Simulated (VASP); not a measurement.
# CaO (P6_3/mmc) in VASP: further runs

The runs below take CaO through single point, with r2SCAN.

Everything below comes from runs of VASP 6.6.1. Logs are shortened: lines on timing, memory, paths and dates and some standing lists are left out, and cuts for length are marked.

**1. The cell of the first run**

It takes space group P6_3/mmc (No. 194, hexagonal). Conventional cell: a = 3.286 Å, b = 3.286 Å, c = 5.756 Å, α = 90.00°, β = 90.00°, γ = 120.00°. Within 3.1 Å of Ca (site symmetry -3m) lie 6 O at 2.38 Å and 2 Ca at 2.88 Å. Within 3.1 Å of O (site symmetry -6m2) lie 6 Ca at 2.38 Å.

**2. Single point, r2SCAN (13.46 Å³/atom)**

Contents of POSCAR:

```
CaO
1.0
    3.2863996365      0.0000000000      0.0000000000
   -1.6431998183      2.8461055722      0.0000000000
    0.0000000000      0.0000000000      5.7555741363
Ca O
2 2
Direct
    0.0000000000      0.0000000000      0.0000000000
    0.0000000000      0.0000000000      0.5000000000
    0.3333333333      0.6666666667      0.2500000000
    0.6666666667      0.3333333333      0.7500000000
```

Contents of INCAR.step1:

```
ALGO = Normal
EDIFF = 1E-5
ENCUT = 1480
GGA = PE
GGA_COMPAT = F
ISMEAR = 0
LASPH = T
LCHARG = F
LREAL = F
LWAVE = T
NBANDS = 24
NELM = 120
PREC = Accurate
SIGMA = 0.01
```

Contents of INCAR.step2:

```
ALGO = Normal
EDIFF = 1E-6
ENCUT = 1480
GGA_COMPAT = F
ISIF = 2
ISMEAR = 0
ISTART = 1
LASPH = T
LCHARG = T
LELF = T
LMIXTAU = T
LREAL = F
LVHAR = T
LWAVE = F
METAGGA = R2SCAN
NBANDS = 24
NELM = 120
PREC = Accurate
SIGMA = 0.01
```

Contents of KPOINTS:

```
k-points
0
Gamma
  9 9 4
```

Potentials or basis: VASP PAW PBE potentials, release 64 (Ca_sv, O_h).

Run with:

```bash
> cat potpaw_PBE.64/Ca_sv/POTCAR potpaw_PBE.64/O_h/POTCAR > POTCAR
> cp INCAR.step1 INCAR
> mpirun -np 1 vasp_std > vasp.out
> cp INCAR.step2 INCAR
> mpirun -np 1 vasp_std > vasp.out
```

OUTCAR:

```text
EDIFF = 1E-6
   ENCUT = 1480
   ISIF = 2
   ISMEAR = 0
   ISTART = 1
   LASPH = T
   LREAL = F
   METAGGA = R2SCAN
   NELM = 120
   PREC = Accurate

 ion  position               nearest neighbor table
   1  0.000  0.000  0.000-   2 2.88   2 2.88
   2  0.000  0.000  0.500-   1 2.88   1 2.88
   3  0.333  0.667  0.250-
   4  0.667  0.333  0.750-

  LATTYP: Found a hexagonal cell.
 ALAT       =     3.2863996365
 C/A-ratio  =     1.7513311748

  Lattice vectors:

 A1 = (   3.2863996365,   0.0000000000,   0.0000000000)
 A2 = (  -1.6431998183,   2.8461055722,   0.0000000000)
 A3 = (   0.0000000000,   0.0000000000,   5.7555741363)

Analysis of symmetry for initial positions (statically):
=====================================================================
 Subroutine PRICEL returns:
 Original cell was already a primitive cell.

 Routine SETGRP: Setting up the symmetry group for a
 hexagonal supercell.

 Subroutine GETGRP returns: Found 24 space group operations
 (whereof 12 operations were pure point group operations)
 out of a pool of 24 trial point group operations.

The static configuration has the point symmetry D_3d.
 The point group associated with its full space group is D_6h.

Analysis of symmetry for dynamics (positions and initial velocities):
=====================================================================
 Subroutine PRICEL returns:
 Original cell was already a primitive cell.

 Routine SETGRP: Setting up the symmetry group for a
 hexagonal supercell.

 Subroutine GETGRP returns: Found 24 space group operations
 (whereof 12 operations were pure point group operations)
 out of a pool of 24 trial point group operations.

The dynamic configuration has the point symmetry D_3d.
 The point group associated with its full space group is D_6h.

 Subroutine INISYM returns: Found 24 space group operations
 (whereof 12 operations are pure point group operations),
 and found     1 'primitive' translations

----------------------------------------------------------------------------------------

                                     Primitive cell

  volume of cell :      53.8344

  direct lattice vectors                    reciprocal lattice vectors
     3.286399637  0.000000000  0.000000000     0.304284357  0.175678655  0.000000000
    -1.643199818  2.846105572  0.000000000     0.000000000  0.351357311  0.000000000
     0.000000000  0.000000000  5.755574136     0.000000000  0.000000000  0.173744613

  length of vectors
     3.286399637  3.286399637  5.755574136     0.351357311  0.351357311  0.173744613

  position of ions in fractional coordinates (direct lattice)
     0.000000000  0.000000000  0.000000000
     0.000000000  0.000000000  0.500000000
     0.333333333  0.666666667  0.250000000
     0.666666667  0.333333333  0.750000000

  ion indices of the primitive-cell ions
   primitive index   ion index
                 1           1
                 2           2
                 3           3
                 4           4

----------------------------------------------------------------------------------------

 KPOINTS: k-points

Automatic generation of k-mesh.
 Grid dimensions read from file:
 generate k-points for:    9    9    4

 Generating k-lattice:

  Cartesian coordinates                     Fractional coordinates (reciprocal lattice)
     0.033809373  0.019519851  0.000000000     0.111111111 -0.000000000  0.000000000
     0.000000000  0.039039701  0.000000000     0.000000000  0.111111111  0.000000000
     0.000000000  0.000000000  0.043436153     0.000000000  0.000000000  0.250000000

  Length of vectors
     0.039039701  0.039039701  0.043436153

  Shift w.r.t. Gamma in fractional coordinates (k-lattice)
     0.000000000  0.000000000  0.000000000

 Subroutine IBZKPT returns following result:
 ===========================================

 Found     36 irreducible k-points:

 Following reciprocal coordinates:
            Coordinates               Weight
  0.000000  0.000000  0.000000      1.000000
  0.111111  0.000000  0.000000      6.000000
  0.222222  0.000000  0.000000      6.000000
  0.333333 -0.000000  0.000000      6.000000
  0.444444  0.000000  0.000000      6.000000
  0.111111  0.111111  0.000000      6.000000
[... 16 lines left out ...]
  0.333333  0.222222  0.250000     24.000000
  0.333333  0.333333  0.250000      4.000000
 [... further k-points ...]
   k-points           NKPTS =     36   k-points in BZ     NKDIM =     36   number of bands    NBANDS=     24
   number of dos      NEDOS =    301   number of ions     NIONS =      4
   total plane-waves  NPLWV = 127008
   dimension x,y,z NGX =    42 NGY =   42 NGZ =   72
   dimension x,y,z NGXF=    84 NGYF=   84 NGZF=  144
   ions per type =               2   2
   NGX,Y,Z   is equivalent  to a cutoff of  21.25, 21.25, 20.80 a.u.
   NGXF,Y,Z  is equivalent  to a cutoff of  42.49, 42.49, 41.59 a.u.
 SYSTEM =  unknown system
   PREC   = accura    normal or accurate (medium, high low for compatibility)
   ISTART =      1    job   : 0-new  1-cont  2-samecut
   ICHARG =      0    charge: 1-file 2-atom 10-const
   ISPIN  =      1    spin polarized calculation?
   LNONCOLLINEAR =      F non collinear calculations
   LSORBIT =      F    spin-orbit coupling
   LASPH  =      T    aspherical Exc in radial PAW
   ENCUT  = 1480.0 eV 108.78 Ry   10.43 a.u.  10.31 10.31 18.05*2*pi/ulx,y,z
   NELM   =    120;   NELMIN=  2; NELMDL=  0     # of ELM steps
   EDIFF  = 0.1E-05   stopping-criterion for ELM
   LREAL  =      F    real-space projection
   EDIFFG = 0.1E-04   stopping-criterion for IOM
   NSW    =      0    number of steps for IOM
   IBRION =     -1    ionic relax: 0-MD 1-quasi-New 2-CG
   NFREE  =      0    steps in history (QN), initial steepest desc. (CG)
   ISIF   =      2    stress and relaxation
   ISYM   =      2    0-nonsym 1-usesym 2-fastsym
   POTIM  = 0.5000    time-step for ionic-motion
   TEBEG  =    0.0;   TEEND  =   0.0 temperature during run
   PSTRESS=    0.0 pullay stress
   NELECT =      32.0000    total number of electrons
   NUPDOWN=      -1.0000    fix difference up-down
   EMIN   =  10.00;   EMAX   =-10.00  energy-range for DOS
   EFERMI =   0.00;   METHOD = LEGACY
   ISMEAR =     0;   SIGMA  =   0.01  broadening in eV -4-tet -1-fermi 0-gaus
   EFERMI_NEDOS =   21; number of points for ismear=-14 and -15
   IALGO  =     38    algorithm
   IMIX   =      4    mixing-type and parameters
     AMIX     =   0.40;   BMIX     =  1.00
     AMIX_MAG =   1.60;   BMIX_MAG =  1.00
  volume/ion in A,a.u.               =      13.46        90.82
  Fermi-wavevector in a.u.,A,eV,Ry     =   1.376485  2.601179 25.779107  1.894711
  Thomas-Fermi vector in A             =   2.501725
   LORBIT       =      0    0 simple, 1 ext, 2 COOP (PROOUT), +10 PAW based schemes
   METAGGA = R2SCAN    functional components
   LHFCALC =     F    Hartree Fock is set to
   AEXX    =    0.0000 exact exchange contribution
   IVDW    =     0    specifies the selected vdW correction
   LEPSILON=     F    determine dielectric tensor
   LRPA    =     F    only Hartree local field effects (RPA)
 non-spin polarized calculation
 Gauss-broadening in eV      SIGMA  =   0.01
  energy-cutoff  :     1480.00
  volume of cell :       53.83
 maximum number of plane-waves:      6991
 NGX is ok and might be reduce to    42
   NGX = 21   NGY = 21   NGZ = 37

 number of electron      31.9999999 magnetization

 Free energy of the ion-electron system (eV)
  ---------------------------------------------------
  ext. energy  EPLUGINS =         0.00000000
  ---------------------------------------------------
  free energy    TOTEN  =       -38.24451237 eV

  energy without entropy =      -38.24451237  energy(sigma->0) =      -38.24451237

 E-fermi :   2.7717     XC(G=0): -11.2304

 val. band max:        2.6148583396   @ k =   0.0000   0.0000   0.0000
 cond. band min:       7.0624090141   @ k =   0.0000   0.0000   0.0000
 fundamental gap:      4.4475506745
 Fermi energy:         2.7716783013

 k-point     1 :       0.0000    0.0000    0.0000
  band No.  band energies     occupation
      1     -36.7621      2.00000
      2     -36.5728      2.00000
      3     -18.2008      2.00000
      4     -16.6114      2.00000
      5     -16.6114      2.00000
      6     -16.4621      2.00000
[... 16 lines left out ...]
     23      11.3713      0.00000
     24      12.0087      0.00000

 k-point     2 :       0.1111    0.0000    0.0000
  band No.  band energies     occupation
      1     -36.7503      2.00000
      2     -36.5631      2.00000
      3     -18.1350      2.00000
      4     -16.7996      2.00000
      5     -16.6308      2.00000
      6     -16.5369      2.00000
[... 16 lines left out ...]
     23      11.4476      0.00000
     24      12.3599      0.00000

 k-point     3 :       0.2222    0.0000    0.0000
  band No.  band energies     occupation
      1     -36.7201      2.00000
      2     -36.5384      2.00000
      3     -17.9625      2.00000
      4     -17.1870      2.00000
      5     -16.7218      2.00000
      6     -16.6792      2.00000
[... 16 lines left out ...]
     23      11.7593      0.00000
     24      12.1367      0.00000
[... 514 lines left out ...]
 k-point    23 :       0.3333    0.2222    0.2500
  band No.  band energies     occupation
      1     -36.6286      2.00000
      2     -36.5087      2.00000
      3     -17.5709      2.00000
      4     -17.3332      2.00000
      5     -17.1543      2.00000
      6     -16.9755      2.00000
[... 16 lines left out ...]
     23      12.0754      0.00000
     24      12.7723      0.00000

 k-point    24 :       0.3333    0.3333    0.2500
  band No.  band energies     occupation
      1     -36.6227      2.00000
      2     -36.5036      2.00000
      3     -17.3832      2.00000
      4     -17.3832      2.00000
      5     -17.2849      2.00000
      6     -16.9337      2.00000
[... 16 lines left out ...]
     23      11.9083      0.00000
     24      12.5687      0.00000

 [... further k-points ...]

------------------------ aborting loop because EDIFF is reached ----------------------------------------

  FORCE on cell =-STRESS in cart. coord.  units (eV):
  Direction    XX          YY          ZZ          XY          YZ          ZX
  --------------------------------------------------------------------------------------
  -------------------------------------------------------------------------------------
  Total        1.5479769      1.5479769      1.7304935     -0.0000000      0.0000000      0.0000000
  in kB       46.0696609     46.0696609     51.5015768     -0.0000000      0.0000000      0.0000000
  external PRESSURE =      47.8802996 kB  Pullay stress =       0.0000000 kB

 VOLUME and BASIS-vectors are now :
 -----------------------------------------------------------------------------
  energy-cutoff  :     1480.00
  volume of cell :       53.83
      direct lattice vectors                 reciprocal lattice vectors
     3.286399637  0.000000000  0.000000000     0.304284357  0.175678655  0.000000000
    -1.643199818  2.846105572  0.000000000     0.000000000  0.351357311  0.000000000
     0.000000000  0.000000000  5.755574136     0.000000000  0.000000000  0.173744613

 POSITION                                       TOTAL-FORCE (eV/Angst)
 -----------------------------------------------------------------------------------
      0.00000      0.00000      0.00000         0.000000      0.000000      0.000000
      0.00000      0.00000      2.87779         0.000000      0.000000      0.000000
     -0.00000      1.89740      1.43889        -0.000000      0.000000     -0.000000
      1.64320      0.94870      4.31668         0.000000     -0.000000      0.000000
 -----------------------------------------------------------------------------------
    total drift:                               -0.000000      0.000000     -0.000000

  FREE ENERGIE OF THE ION-ELECTRON SYSTEM (eV)
  ---------------------------------------------------
  free  energy   TOTEN  =       -38.2445123660 eV

  energy  without entropy=      -38.2445123660  energy(sigma->0) =      -38.24451237
```

It took 14 min on 1 thread of Intel Xeon Platinum 8259CL at 2.50GHz (Skylake/Cascade Lake), shared host; peak memory 0.51 GiB.

Results:

```yaml
Free_energy: -38.2445 eV
Pressure: 4.8 GPa
Band_gap_on_the_k_mesh: 4.45 eV
```

Levels at points of the mesh, in eV from the valence-band top:
```
           k point  band 12  band 13  band 14  band 15  band 16  band 17  band 18  band 19  band 20  band 21
(0.00, 0.00, 0.00)    -1.13    -1.13    -0.24     0.00     0.00     4.45     5.89     7.12     7.12     7.40
(0.00, 0.00, 0.50)    -1.67    -0.61    -0.61    -0.61    -0.61     6.57     6.57     7.73     7.73     7.73
```

Caveat: the cell stands under pressure; the PAW data sets were made with another functional, which shifts forces and pressure a little.

**3. Single point, r2SCAN**

This run uses another cell than the first one, of 13.87 Å³/atom.

Contents of POSCAR:

```
CaO
1.0
    3.3199366430      0.0000000000      0.0000000000
   -1.6599683215      2.8751494718      0.0000000000
    0.0000000000      0.0000000000      5.8143085412
Ca O
2 2
Direct
    0.0000000000      0.0000000000      0.0000000000
    0.0000000000      0.0000000000      0.5000000000
    0.3333333333      0.6666666667      0.2500000000
    0.6666666667      0.3333333333      0.7500000000
```

Contents of INCAR.step1:

```
SYSTEM = CaO
PREC = Accurate
ENCUT = 1480
ISMEAR = 0
SIGMA = 0.01
LREAL = .False.
LASPH = .True.
NELM = 120
NBANDS = 24
GGA = PE
ALGO = Normal
EDIFF = 1E-5
LWAVE = .True.
LCHARG = .False.
GGA_COMPAT = .False.
```

Contents of INCAR.step2:

```
SYSTEM = CaO
PREC = Accurate
ENCUT = 1480
EDIFF = 1E-6
ISMEAR = 0
SIGMA = 0.01
LREAL = .False.
LASPH = .True.
NELM = 120
ALGO = Normal
ISIF = 2
LWAVE = .False.
LCHARG = .True.
METAGGA = R2SCAN
LMIXTAU = .True.
LELF = .True.
LVHAR = .True.
NBANDS = 24
ISTART = 1
GGA_COMPAT = .False.
```

Contents of KPOINTS:

```
regular mesh
0
Gamma
  9 9 4
  0 0 0
```

Potentials or basis: VASP PAW PBE potentials, release 64 (Ca_sv, O_h).

Run with:

```bash
> cat potpaw_PBE.64/Ca_sv/POTCAR potpaw_PBE.64/O_h/POTCAR > POTCAR
> cp INCAR.step1 INCAR
> mpirun -np 1 vasp_std > vasp.out
> cp INCAR.step2 INCAR
> mpirun -np 1 vasp_std > vasp.out
```

Wall time 18 min (1 thread of Intel Xeon Platinum 8259CL at 2.50GHz (Skylake/Cascade Lake), shared host); peak memory 0.53 GiB.

The run converged. Its results:

- Free energy: -38.2758 eV
- Pressure: 1.0 GPa
- Band gap on the k mesh: 4.41 eV

Stress tensor (GPa, compression positive):
```
0.91 0.00 0.00
0.00 0.91 0.00
0.00 0.00 1.11
```

Levels at points of the mesh, in eV from the valence-band top:
```
           k point  band 12  band 13  band 14  band 15  band 16  band 17  band 18  band 19  band 20  band 21
(0.00, 0.00, 0.00)    -1.07    -1.07    -0.24     0.00     0.00     4.41     5.64     7.03     7.03     7.30
(0.00, 0.00, 0.50)    -1.64    -0.58    -0.58    -0.58    -0.58     6.47     6.47     7.49     7.49     7.62
```

Caveat: the PAW data sets were made with another functional, which shifts forces and pressure a little. A k mesh can miss the band edges.
